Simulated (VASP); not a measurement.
Pb2F: single point with PBE

Pb2F:

```xyz
3
Lattice="-1.7386 1.7386 5.8184 1.7386 -1.7386 5.8184 1.7386 1.7386 -5.8184" Properties=species:S:1:pos:R:3 pbc="T T T"
Pb    0.0000    0.0000    4.1678
Pb    0.0000    0.0000    7.4690
F     0.0000    0.0000    0.0000
```

- Program: VASP 6.6.1
- Task: single point
- Functional: PBE
- Potentials or basis: VASP PAW PBE potentials, release 64 (Pb_d, F)
- Cutoff: 520 eV
- k mesh: 6 × 6 × 6
- Occupations: gaussian, width 0.1 eV
- Spin: no spin polarisation

* Pressure: -0.2 GPa
* Largest force: 0.009 eV/Å

Forces on the atoms (eV/Å):
```
Pb   0.000  0.000  0.009
Pb   0.000  0.000 -0.009
F    0.000  0.000  0.000
```

Stress tensor (GPa, compression positive):
```
-0.05  0.00  0.00
 0.00 -0.05  0.00
 0.00  0.00 -0.41
```

Levels at points of the mesh, in eV from the Fermi level:
| k point | band 15 | band 16 | band 17 | band 18 | band 19 | band 20 |
| --- | --- | --- | --- | --- | --- | --- |
| (0.00, 0.00, 0.00) | -3.67 | -3.06 | -2.39 | 3.76 | 3.76 | 6.30 |
| (0.50, 0.00, 0.00) | -3.74 | -3.51 | -1.96 | -0.90 | 2.71 | 4.04 |
| (0.50, 0.50, 0.00) | -4.58 | -3.78 | -1.69 | -0.99 | 0.66 | 1.20 |
| (0.50, 0.50, 0.50) | -3.69 | -3.69 | 1.69 | 2.31 | 3.71 | 3.71 |

It took 56 s on 1 thread of Intel(R) Xeon(R) 6975P-C (Granite Rapids) (shared host), peak memory 0.33 GiB.

Caveat: the k points lie up to 0.43 Å⁻¹ apart; spin-orbit coupling is left out, which moves the levels of the heavy elements; an odd number of electrons without spin polarisation forces a metal; a magnetic or distorted state may lie lower.
